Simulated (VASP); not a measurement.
Here is a VASP 6.6.1 calculation.

File INCAR:

```
SYSTEM = RbBr
ALGO = Normal
EDIFF = 1E-6
ENCUT = 520
GGA = PE
ISIF = 2
ISMEAR = 0
LASPH = .True.
LCHARG = .True.
LELF = .True.
LREAL = .False.
LVHAR = .True.
LWAVE = .False.
NBANDS = 15
NELM = 60
PREC = Accurate
SIGMA = 0.01
```

The input KPOINTS:

```
k-points
0
Gamma
  6 6 6
  0 0 0
```

POSCAR

```
RbBr
1.0
    0.0000000000      3.4608261059      3.4608261059
    3.4608261059      0.0000000000      3.4608261059
    3.4608261059      3.4608261059      0.0000000000
Rb Br
1 1
Direct
    0.0000000000      0.0000000000      0.0000000000
    0.5000000000      0.5000000000      0.5000000000
```

Potentials or basis: VASP PAW PBE potentials, release 64 (Rb_sv, Br).

Command:

```bash
$ cat potpaw_PBE.64/Rb_sv/POTCAR potpaw_PBE.64/Br/POTCAR > POTCAR
$ mpirun -np 1 vasp_std > vasp.out
```

Task: Predict the pressure.

Result: 0.6 GPa.

Task: Estimate the band gap on the k mesh.

Result: 4.29 eV, direct.

As with any semilocal functional, this PBE gap is likely too small.
